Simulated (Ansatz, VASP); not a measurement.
## Mo: VASP beside Ansatz

INCAR

```
SYSTEM = Mo
PREC = Accurate
ENCUT = 600
EDIFF = 1E-6
ISMEAR = -1
SIGMA = 0.08
LREAL = .False.
LASPH = .True.
NELM = 80
ALGO = Normal
ISIF = 3
LWAVE = .False.
LCHARG = .False.
IBRION = 2
NSW = 60
EDIFFG = -0.005
```

Contents of KPOINTS:

```
regular mesh
0
Gamma
  19 19 19
  0 0 0
```

File POSCAR:

```
Mo
1.0
   -1.5733879534      1.5733879534      1.5733879534
    1.5733879534     -1.5733879534      1.5733879534
    1.5733879534      1.5733879534     -1.5733879534
Mo
1
Direct
    0.0000000000      0.0000000000      0.0000000000
```

Input for Ansatz:

```yaml
crystal:
  lattice:
    - [-1.5733879534, 1.5733879534, 1.5733879534]
    - [1.5733879534, -1.5733879534, 1.5733879534]
    - [1.5733879534, 1.5733879534, -1.5733879534]
  atoms:
    - { symbol: Mo, position: [0.0, 0.0, 0.0] }
kpoints:
  mp_grid: { grid: [19, 19, 19] }
scf:
  occupations: { method: fermi_dirac, width: 0.08 }
hamiltonian:
  xc: lda
  pseudopotentials: { kind: paw }
output:
  forces: true
  stress: true
relax:
  f_tol: 0.005
  max_steps: 40
  cell: {}
```

Alike in both runs: task relaxation of cell and atoms; functional LDA; k mesh 19 × 19 × 19; occupations fermi-dirac, width 0.08 eV; no spin polarisation.

|  | VASP | Ansatz |
| --- | --- | --- |
| version | VASP 6.6.1 | Ansatz 0.2.0 |
| potentials or method | VASP PAW LDA potentials, release 64 (Mo_sv) | PAW with Ansatz's default frozen-core files, scalar-relativistic |
| plane-wave cutoff (eV) | 600 | 420 |
| valence electrons in the cell | 14 | 14 |

Ansatz gave:

| Property | Result |
| --- | --- |
| relaxed volume (Å³/atom) | 15.06 |
| relaxed cell length with the largest relative difference (Å) | 2.694 |

Question: Estimate VASP's values.

Answer: Relaxed volume (Å³/atom): 15.12; relaxed cell length with the largest relative difference (Å): 2.698.

LDA's correlation is that of Perdew and Zunger in VASP and of Perdew and Wang (1992) in Ansatz.
